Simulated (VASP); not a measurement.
# SiAs5 (P-62m) in VASP: a series of runs

The runs below take SiAs5 through single point, relaxation of cell and atoms, with PBE.

Everything below comes from runs of VASP 6.6.1. Logs are shortened: lines on timing, memory, paths and dates and some standing lists are left out, and cuts for length are marked.

**1. The cell of the first run**

Symmetry: P-62m, No. 189, hexagonal system. Conventional cell: a = 5.077 Å, b = 5.077 Å, c = 5.251 Å, α = 90.00°, β = 90.00°, γ = 120.00°. Within 3.9 Å of Si (site symmetry -62m) lie 12 As at 2.93 to 3.01 Å. As (site symmetry m2m) has 10 As at 2.54 to 3.19 Å and 2 Si at 3.01 Å within 3.3 Å. Within 3.9 Å of As (site symmetry -6) lie 3 Si at 2.93 Å and 9 As at 2.93 to 3.19 Å.

**2. Single point, PBE**

Contents of INCAR:

```
ALGO     = Normal         # electronic algorithm
EDIFF    = 1E-6           # SCF threshold, eV
ENCUT    = 520            # plane-wave cutoff, eV
GGA      = PE             # functional
ISIF     = 2              # what is computed and relaxed
ISMEAR   = 0              # smearing method
LASPH    = True           # aspherical terms in the spheres
LCHARG   = False          # write CHGCAR
LREAL    = False          # projectors in reciprocal space
LWAVE    = False          # write WAVECAR
NBANDS   = 24             # bands
NELM     = 60             # most SCF steps
PREC     = Accurate       # precision mode
SIGMA    = 0.1            # smearing width, eV
```

Contents of KPOINTS:

```
k-points
0
Gamma
  3 3 4
```

Contents of POSCAR:

```
SiAs5
1.0
    5.0773544717      0.0000000000      0.0000000000
   -2.5386772358      4.3971179565      0.0000000000
    0.0000000000      0.0000000000      5.2511315943
Si As
1 5
Direct
    0.0000000000      0.0000000000      0.5000000000
    0.7116919189      0.0000000000      0.0000000000
    0.0000000000      0.7116919189      0.0000000000
    0.2883080811      0.2883080811      0.0000000000
    0.3333333333      0.6666666667      0.5000000000
    0.6666666667      0.3333333333      0.5000000000
```

Potentials or basis: VASP PAW PBE potentials, release 64 (Si, As).

Command:

```bash
$ cat potpaw_PBE.64/Si/POTCAR potpaw_PBE.64/As/POTCAR > POTCAR
$ mpirun -np 1 vasp_std > vasp.out
```

OUTCAR:

```text
EDIFF = 1E-6
   ENCUT = 520
   GGA = PE
   ISIF = 2
   ISMEAR = 0
   LASPH = True
   LREAL = False
   NELM = 60
   PREC = Accurate

 ion  position               nearest neighbor table
   1  0.000  0.000  0.500-   5 2.93   6 2.93   5 2.93   6 2.93   6 2.93   5 2.93   3 3.01   3 3.01
                             2 3.01   2 3.01   4 3.01   4 3.01
   2  0.712  0.000  0.000-   3 2.54   4 2.54   1 3.01   1 3.01
   3  0.000  0.712  0.000-   2 2.54   4 2.54   1 3.01   1 3.01
   4  0.288  0.288  0.000-   3 2.54   2 2.54   1 3.01   1 3.01
   5  0.333  0.667  0.500-   1 2.93   1 2.93   1 2.93
   6  0.667  0.333  0.500-   1 2.93   1 2.93   1 2.93

  LATTYP: Found a hexagonal cell.
 ALAT       =     5.0773544717
 C/A-ratio  =     1.0342259189

  Lattice vectors:

 A1 = (   5.0773544717,   0.0000000000,   0.0000000000)
 A2 = (  -2.5386772358,   4.3971179565,   0.0000000000)
 A3 = (   0.0000000000,   0.0000000000,   5.2511315943)

Analysis of symmetry for initial positions (statically):
=====================================================================
 Subroutine PRICEL returns:
 Original cell was already a primitive cell.

 Routine SETGRP: Setting up the symmetry group for a
 hexagonal supercell.

 Subroutine GETGRP returns: Found 12 space group operations
 (whereof 12 operations were pure point group operations)
 out of a pool of 24 trial point group operations.

The static configuration has the point symmetry D_3h.

Analysis of symmetry for dynamics (positions and initial velocities):
=====================================================================
 Subroutine PRICEL returns:
 Original cell was already a primitive cell.

 Routine SETGRP: Setting up the symmetry group for a
 hexagonal supercell.

 Subroutine GETGRP returns: Found 12 space group operations
 (whereof 12 operations were pure point group operations)
 out of a pool of 24 trial point group operations.

The dynamic configuration has the point symmetry D_3h.

 Subroutine INISYM returns: Found 12 space group operations
 (whereof 12 operations are pure point group operations),
 and found     1 'primitive' translations

----------------------------------------------------------------------------------------

                                     Primitive cell

  volume of cell :     117.2353

  direct lattice vectors                    reciprocal lattice vectors
     5.077354472  0.000000000  0.000000000     0.196952962  0.113710845  0.000000000
    -2.538677236  4.397117956  0.000000000     0.000000000  0.227421691  0.000000000
     0.000000000  0.000000000  5.251131594     0.000000000  0.000000000  0.190435144

  length of vectors
     5.077354472  5.077354472  5.251131594     0.227421691  0.227421691  0.190435144

  position of ions in fractional coordinates (direct lattice)
     0.000000000  0.000000000  0.500000000
     0.711691919  0.000000000  0.000000000
     1.000000000  0.711691919  0.000000000
     0.288308081  0.288308081  0.000000000
     0.333333333  0.666666667  0.500000000
     0.666666667  0.333333333  0.500000000

  ion indices of the primitive-cell ions
   primitive index   ion index
                 1           1
                 2           2
                 3           3
                 4           4
                 5           5
                 6           6

----------------------------------------------------------------------------------------

 KPOINTS: k-points

Automatic generation of k-mesh.
 Grid dimensions read from file:
 generate k-points for:    3    3    4

 Generating k-lattice:

  Cartesian coordinates                     Fractional coordinates (reciprocal lattice)
     0.065650987  0.037903615  0.000000000     0.333333333  0.000000000  0.000000000
     0.000000000  0.075807230  0.000000000     0.000000000  0.333333333  0.000000000
     0.000000000  0.000000000  0.047608786     0.000000000  0.000000000  0.250000000

  Length of vectors
     0.075807230  0.075807230  0.047608786

  Shift w.r.t. Gamma in fractional coordinates (k-lattice)
     0.000000000  0.000000000  0.000000000

 Subroutine IBZKPT returns following result:
 ===========================================

 Found      9 irreducible k-points:

 Following reciprocal coordinates:
            Coordinates               Weight
  0.000000  0.000000  0.000000      1.000000
  0.333333 -0.000000  0.000000      6.000000
  0.333333  0.333333  0.000000      2.000000
  0.000000  0.000000  0.250000      2.000000
  0.333333 -0.000000  0.250000     12.000000
  0.333333  0.333333  0.250000      4.000000
  0.000000  0.000000  0.500000      1.000000
  0.333333 -0.000000  0.500000      6.000000
  0.333333  0.333333  0.500000      2.000000
   k-points           NKPTS =      9   k-points in BZ     NKDIM =      9   number of bands    NBANDS=     24
   number of dos      NEDOS =    301   number of ions     NIONS =      6
   total plane-waves  NPLWV =  64000
   dimension x,y,z NGX =    40 NGY =   40 NGZ =   40
   dimension x,y,z NGXF=    80 NGYF=   80 NGZF=   80
   ions per type =               1   5
   NGX,Y,Z   is equivalent  to a cutoff of  13.10, 13.10, 12.66 a.u.
   NGXF,Y,Z  is equivalent  to a cutoff of  26.19, 26.19, 25.33 a.u.
 SYSTEM =  unknown system
   PREC   = accura    normal or accurate (medium, high low for compatibility)
   ISTART =      0    job   : 0-new  1-cont  2-samecut
   ICHARG =      2    charge: 1-file 2-atom 10-const
   ISPIN  =      1    spin polarized calculation?
   LNONCOLLINEAR =      F non collinear calculations
   LSORBIT =      F    spin-orbit coupling
   LASPH  =      T    aspherical Exc in radial PAW
   ENCUT  =  520.0 eV  38.22 Ry    6.18 a.u.   9.44  9.44  9.76*2*pi/ulx,y,z
   NELM   =     60;   NELMIN=  2; NELMDL= -5     # of ELM steps
   EDIFF  = 0.1E-05   stopping-criterion for ELM
   LREAL  =      F    real-space projection
   EDIFFG = 0.1E-04   stopping-criterion for IOM
   NSW    =      0    number of steps for IOM
   IBRION =     -1    ionic relax: 0-MD 1-quasi-New 2-CG
   NFREE  =      0    steps in history (QN), initial steepest desc. (CG)
   ISIF   =      2    stress and relaxation
   ISYM   =      2    0-nonsym 1-usesym 2-fastsym
   POTIM  = 0.5000    time-step for ionic-motion
   TEBEG  =    0.0;   TEEND  =   0.0 temperature during run
   PSTRESS=    0.0 pullay stress
   NELECT =      29.0000    total number of electrons
   NUPDOWN=      -1.0000    fix difference up-down
   EMIN   =  10.00;   EMAX   =-10.00  energy-range for DOS
   EFERMI =   0.00;   METHOD = LEGACY
   ISMEAR =     0;   SIGMA  =   0.10  broadening in eV -4-tet -1-fermi 0-gaus
   EFERMI_NEDOS =   21; number of points for ismear=-14 and -15
   IALGO  =     38    algorithm
   IMIX   =      4    mixing-type and parameters
     AMIX     =   0.40;   BMIX     =  1.00
     AMIX_MAG =   1.60;   BMIX_MAG =  1.00
  volume/ion in A,a.u.               =      19.54       131.86
  Fermi-wavevector in a.u.,A,eV,Ry     =   1.027672  1.942019 14.369255  1.056110
  Thomas-Fermi vector in A             =   2.161629
   LORBIT       =      0    0 simple, 1 ext, 2 COOP (PROOUT), +10 PAW based schemes
   GGA     = PE    functional components
   LHFCALC =     F    Hartree Fock is set to
   AEXX    =    0.0000 exact exchange contribution
   IVDW    =     0    specifies the selected vdW correction
   LEPSILON=     F    determine dielectric tensor
   LRPA    =     F    only Hartree local field effects (RPA)
 non-spin polarized calculation
 Gauss-broadening in eV      SIGMA  =   0.10
  energy-cutoff  :      520.00
  volume of cell :      117.24
 maximum number of plane-waves:      3187
 NGX is ok and might be reduce to    40
   NGX = 19   NGY = 19   NGZ = 19

 number of electron      28.9999995 magnetization

 Free energy of the ion-electron system (eV)
  ---------------------------------------------------
  ext. energy  EPLUGINS =         0.00000000
  ---------------------------------------------------
  free energy    TOTEN  =       -26.04455465 eV

  energy without entropy =      -26.02130259  energy(sigma->0) =      -26.03292862

 E-fermi :   6.3084     XC(G=0): -10.5017

 val. band max:        6.1616052065   @ k =   0.0000   0.0000   0.0000
 cond. band min:       6.3384313341   @ k =   0.3333  -0.0000   0.2500
 fundamental gap:      0.1768261276
 Fermi energy:         6.3084481118

 k-point     1 :       0.0000    0.0000    0.0000
  band No.  band energies     occupation
      1      -8.5628      2.00000
      2      -5.4193      2.00000
      3      -2.6942      2.00000
      4      -2.6942      2.00000
      5      -2.5670      2.00000
      6      -0.2827      2.00000
[... 16 lines left out ...]
     23      11.8903      0.00000
     24      11.8903      0.00000

 k-point     2 :       0.3333   -0.0000    0.0000
  band No.  band energies     occupation
      1      -7.8469      2.00000
      2      -5.7029      2.00000
      3      -4.2969      2.00000
      4      -3.4121      2.00000
      5      -2.7800      2.00000
      6      -0.4595      2.00000
[... 16 lines left out ...]
     23      11.1507      0.00000
     24      11.6487      0.00000

 k-point     3 :       0.3333    0.3333    0.0000
  band No.  band energies     occupation
      1      -7.0562      2.00000
      2      -5.7986      2.00000
      3      -5.7986      2.00000
      4      -2.9917      2.00000
      5      -2.9917      2.00000
      6      -1.1913      2.00000
[... 16 lines left out ...]
     23      11.3452      0.00000
     24      11.3452      0.00000
[... 109 lines left out ...]
 k-point     8 :       0.3333   -0.0000    0.5000
  band No.  band energies     occupation
      1      -7.3223      2.00000
      2      -6.0538      2.00000
      3      -4.3525      2.00000
      4      -3.8635      2.00000
      5      -3.0822      2.00000
      6      -1.4210      2.00000
[... 16 lines left out ...]
     23      10.1752      0.00000
     24      10.4818      0.00000

 k-point     9 :       0.3333    0.3333    0.5000
  band No.  band energies     occupation
      1      -6.8229      2.00000
      2      -4.9493      2.00000
      3      -4.9493      2.00000
      4      -4.4816      2.00000
      5      -4.4816      2.00000
      6      -2.7454      2.00000
[... 16 lines left out ...]
     23      10.2924      0.00000
     24      10.2924      0.00000

------------------------ aborting loop because EDIFF is reached ----------------------------------------

  FORCE on cell =-STRESS in cart. coord.  units (eV):
  Direction    XX          YY          ZZ          XY          YZ          ZX
  --------------------------------------------------------------------------------------
  -------------------------------------------------------------------------------------
  Total        0.1372451      0.1372451      0.0176882      0.0000000     -0.0000000      0.0000000
  in kB        1.8756376      1.8756376      0.2417331      0.0000000     -0.0000000      0.0000000
  external PRESSURE =       1.3310028 kB  Pullay stress =       0.0000000 kB

 VOLUME and BASIS-vectors are now :
 -----------------------------------------------------------------------------
  energy-cutoff  :      520.00
  volume of cell :      117.24
      direct lattice vectors                 reciprocal lattice vectors
     5.077354472  0.000000000  0.000000000     0.196952962  0.113710845  0.000000000
    -2.538677236  4.397117956  0.000000000     0.000000000  0.227421691  0.000000000
     0.000000000  0.000000000  5.251131594     0.000000000  0.000000000  0.190435144

 POSITION                                       TOTAL-FORCE (eV/Angst)
 -----------------------------------------------------------------------------------
      0.00000      0.00000      2.62557        -0.000000      0.000000     -0.000000
      3.61351      0.00000      0.00000        -0.054699      0.000000      0.000000
     -1.80676      3.12939      0.00000         0.027350     -0.047371      0.000000
      0.73192      1.26772      0.00000         0.027350      0.047371     -0.000000
     -0.00000      2.93141      2.62557        -0.000000      0.000000     -0.000000
      2.53868      1.46571      2.62557        -0.000000      0.000000     -0.000000
 -----------------------------------------------------------------------------------
    total drift:                               -0.000000     -0.000000     -0.000000

  FREE ENERGIE OF THE ION-ELECTRON SYSTEM (eV)
  ---------------------------------------------------
  free  energy   TOTEN  =       -26.0445546452 eV

  energy  without entropy=      -26.0213025889  energy(sigma->0) =      -26.03292862
```

Wall time 15 s (1 thread of AMD EPYC 9R45 (Zen 5), shared host); peak memory 0.2 GiB.

What came out:

```
Free energy   : -26.0446 eV
Pressure      : 0.1 GPa
Largest force : 0.055 eV/Å
```

Forces on the atoms (eV/Å):
```
Si   0.000  0.000  0.000
As  -0.055  0.000  0.000
As   0.027 -0.047  0.000
As   0.027  0.047  0.000
As   0.000  0.000  0.000
As   0.000  0.000  0.000
```

Levels at points of the mesh, in eV from the Fermi level:
```
           k point  band 11  band 12  band 13  band 14  band 15  band 16  band 17  band 18  band 19  band 20
(0.00, 0.00, 0.00)    -2.49    -2.49    -1.71    -1.71    -1.26    -0.49    -0.49    -0.35    -0.15     4.59
(0.00, 0.00, 0.50)    -3.78    -3.34    -3.34    -3.09    -1.62    -1.55     2.72     2.72     2.89     3.12
```

Caveat: the k points lie up to 0.48 Å⁻¹ apart.

**3. Single point, PBE**

This run uses another cell than the first one, of 25.87 Å³/atom, 1.324 times its volume.

Contents of INCAR:

```
PREC = Accurate ; ENCUT = 520
EDIFF = 1E-6 ; ISMEAR = 0
SIGMA = 0.1 ; LREAL = F
LASPH = T ; NELM = 60
ALGO = Normal ; ISIF = 2
LWAVE = F ; LCHARG = F
GGA = PE ; NBANDS = 24
```

Contents of KPOINTS:

```
regular mesh
0
Gamma
  3 3 4
```

Contents of POSCAR:

```
SiAs5
1.0
    5.8324116000      0.0000000000      0.0000000000
   -2.9162058000      5.0510166100      0.0000000000
    0.0000000000      0.0000000000      5.2692788900
Si As
1 5
Direct
    0.0000000000      0.0000000000      0.5000000000
    0.6605330100      0.0000000000      0.0000000000
    0.0000000000      0.6605330100      0.0000000000
    0.3394669900      0.3394669900      0.0000000000
    0.3333333300      0.6666666700      0.5000000000
    0.6666666700      0.3333333300      0.5000000000
```

Potentials or basis: VASP PAW PBE potentials, release 64 (Si, As).

Command:

```bash
$ cat potpaw_PBE.64/Si/POTCAR potpaw_PBE.64/As/POTCAR > POTCAR
$ mpirun -np 1 vasp_std > vasp.out
```

Wall time 21 s (1 thread of AMD EPYC 9R45 (Zen 5), shared host); peak memory 0.26 GiB.

It converged, with:

* Free energy: -23.2789 eV
* Pressure: -12.7 GPa
* Largest force: 0.049 eV/Å

Forces in eV/Å, atoms in the order of the input:
```
Si   0.000  0.000  0.000
As  -0.049  0.000  0.000
As   0.025 -0.043  0.000
As   0.025  0.043  0.000
As   0.000  0.000  0.000
As   0.000  0.000  0.000
```

Stress tensor (GPa, compression positive):
```
-13.50   0.00   0.00
  0.00 -13.50   0.00
  0.00   0.00 -11.07
```

Levels at points of the mesh, in eV from the Fermi level:
```tsv
k point	band 12	band 13	band 14	band 15	band 16	band 17	band 18	band 19
(0.00, 0.00, 0.00)	-1.57	-1.33	-0.49	-0.48	-0.48	-0.20	-0.20	0.36
(0.00, 0.00, 0.50)	-2.41	-2.06	-2.06	-0.36	-0.33	2.51	2.62	2.62
```

Caveat: the k points lie up to 0.41 Å⁻¹ apart.

(Continued in part 2 of 2.)
